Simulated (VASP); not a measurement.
**Al2Cu: relaxation of cell and atoms with PBE**

Crystal: Al2Cu.

```
CELL_PARAMETERS angstrom
-2.99890 2.99890 2.39274
2.99890 -2.99890 2.39274
2.99890 2.99890 -2.39274
ATOMIC_POSITIONS crystal
Al 0.84139 0.65861 0.50000
Al 0.65861 0.15861 0.81721
Al 0.34139 0.84139 0.18279
Al 0.15861 0.34139 0.50000
Cu 0.25000 0.25000 0.00000
Cu 0.75000 0.75000 0.00000
```

| Item | Value |
| --- | --- |
| Program | VASP 6.6.1 |
| Task | relaxation of cell and atoms |
| Functional | PBE |
| Potentials or basis | VASP PAW PBE potentials, release 64 (Al, Cu) |
| Cutoff | 600 eV |
| k mesh | 4 × 4 × 4 |
| Occupations | gaussian, width 0.1 eV |
| Spin | no spin polarisation |
| Dipole correction | no |
| Further INCAR settings | ALGO = Fast; EDIFF = 1e-07; IBRION = 2; EDIFFG = -0.04; NSW = 90; ISIF = 3 |

The relaxed volume is 14.92 Å³/atom, the relaxed cell is a = 4.949 Å, b = 4.949 Å, c = 4.949 Å, α = 103.27°, β = 103.27°, γ = 122.74° and the space group after relaxing (to 0.1 Å) is I4/mcm (No. 140). The energy gained by relaxing is 15.0 meV/atom, the ionic steps are 8 and the pressure after relaxing is 0.4 GPa. The largest force after relaxing is 0.025 eV/Å and the band gap on the k mesh is zero (bands 17 and 18 overlap by 3.61 eV).

Forces on the atoms (eV/Å):
```
Al  -0.018  0.018  0.000
Al  -0.018 -0.018  0.000
Al   0.018  0.018  0.000
Al   0.018 -0.018  0.000
Cu   0.000  0.000  0.000
Cu   0.000  0.000  0.000
```

Stress tensor (GPa, compression positive):
```
0.38 0.00 0.00
0.00 0.38 0.00
0.00 0.00 0.30
```

The path:
```csv
step,energy change (eV),largest force (eV/Å),pressure (GPa),volume (Å³)
1,0.0000,0.1195,4.50,86.08
2,-0.0756,0.0766,-1.60,91.18
3,-0.0777,0.0777,-0.73,90.40
4,-0.0872,0.1100,-0.07,90.00
5,-0.0872,0.1087,-0.18,90.02
6,-0.0892,0.0711,0.07,89.77
7,-0.0900,0.0157,0.40,89.46
8,-0.0900,0.0249,0.35,89.50
```

Final structure:
```
Al Cu
1.0
    -3.07171    3.07171    2.37153
     3.07171   -3.07171    2.37153
     3.07171    3.07171   -2.37153
Al Cu
4 2
Direct
  0.84375 0.65625 0.50000
  0.65625 0.15625 0.81251
  0.34375 0.84375 0.18749
  0.15625 0.34375 0.50000
  0.25000 0.25000 0.00000
  0.75000 0.75000 0.00000
```

Levels at points of the mesh, in eV from the Fermi level:
| k point | band 16 | band 17 | band 18 | band 19 | band 20 | band 21 |
| --- | --- | --- | --- | --- | --- | --- |
| (0.00, 0.00, 0.00) | -1.12 | -1.12 | -1.04 | -0.33 | -0.13 | 1.55 |
| (0.50, 0.00, 0.00) | -2.70 | -0.01 | -0.01 | 3.64 | 3.64 | 3.95 |
| (0.50, 0.50, 0.00) | -1.65 | -0.96 | -0.53 | 0.37 | 0.86 | 4.41 |
| (0.50, 0.50, 0.50) | -1.78 | 2.57 | 2.90 | 2.90 | 3.19 | 4.07 |

Run time: 2 min on 1 thread of Intel(R) Xeon(R) 6975P-C (Granite Rapids) (shared host), peak memory 0.25 GiB.

Caveat: the k points lie up to 0.42 Å⁻¹ apart in the final cell, too coarse for converged energies and pressures of a metal.
